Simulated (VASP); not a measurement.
Na2TlGaF6: single point with PBEsol

Crystal: Na2TlGaF6.

```xyz
10
Lattice="0.0000 4.4282 4.4282 4.4282 0.0000 4.4282 4.4282 4.4282 0.0000" Properties=species:S:1:pos:R:3 pbc="T T T"
Na    6.6422    6.6422    6.6422
Na    2.2141    2.2141    2.2141
Tl    4.4282    4.4282    4.4282
Ga    0.0000    0.0000    0.0000
F     1.8960    4.4282    4.4282
F     4.4282    4.4282    1.8960
F     6.9603    4.4282    4.4282
F     4.4282    1.8960    4.4282
F     4.4282    6.9603    4.4282
F     4.4282    4.4282    6.9603
```

```json
{
 "Program": "VASP 6.6.1",
 "Task": "single point",
 "Functional": "PBEsol",
 "Potentials or basis": "VASP PAW PBE potentials, release 64 (Na_pv, Tl_d, Ga_d, F)",
 "Cutoff": "520 eV",
 "k mesh": "6 × 6 × 6",
 "Occupations": "gaussian, width 0.05 eV",
 "Spin": "no spin polarisation"
}
```

```
Pressure               : 0.0 GPa
Largest force          : 0.078 eV/Å
Band gap on the k mesh : 3.39 eV, indirect (least direct gap 3.88 eV)
```

Forces on the atoms (eV/Å):
```
Na   0.000  0.000  0.000
Na   0.000  0.000  0.000
Tl   0.000  0.000  0.000
Ga   0.000  0.000  0.000
F    0.078  0.000  0.000
F    0.000  0.000  0.078
F   -0.078  0.000  0.000
F    0.000  0.078  0.000
F    0.000 -0.078  0.000
F    0.000  0.000 -0.078
```

Levels at points of the mesh, in eV from the valence-band top:
```csv
k point,band 38,band 39,band 40,band 41,band 42,band 43,band 44,band 45
"(0.00, 0.00, 0.00)",-2.28,-2.28,-2.28,-1.88,4.02,5.80,5.80,5.80
"(0.50, 0.00, 0.00)",-2.39,-2.39,-2.36,-0.49,3.39,5.31,6.04,6.04
"(0.50, 0.50, 0.00)",-2.45,-2.45,-2.28,0.00,4.20,5.42,5.42,5.92
```

Run time: 4.8 min on 1 thread of AMD EPYC 7R43 64-Core Processor (Zen 3) (shared host), peak memory 0.36 GiB.

Caveat: the PAW data sets were made with another functional, which shifts forces and pressure a little; spin-orbit coupling is left out, which moves the levels of the heavy elements. A k mesh can miss the band edges.
